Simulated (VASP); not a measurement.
Runs of VASP 6.6.1 on SnSe. The structure is that of space group Fm-3m (No. 225), or close to it. The cells are those of the table. 

```tsv
cell	pressure (GPa)
a = 4.340 Å, angles 60.0°, 2 atoms	-2.9
a = 4.257 Å, angles 60.0°, 2 atoms	-0.2
a = 4.199 Å, angles 60.0°, 2 atoms	2.1
a = 4.285 Å, angles 60.0°, 2 atoms	(b)
a = 4.313 Å, angles 60.0°, 2 atoms	(a)
```

Alike in all rows: task single point; level r2SCAN; potentials or basis VASP PAW PBE potentials, release 64 (Sn_d, Se); no spin polarisation; k mesh 5 × 5 × 5; cutoff (eV) 550; smearing gaussian 0.01 eV.

**Question.** Fill in the values left out.

**Answer.** (a) -2.1; (b) -1.2.

Caveats: the PAW data sets were made with another functional, which shifts forces and pressure a little.
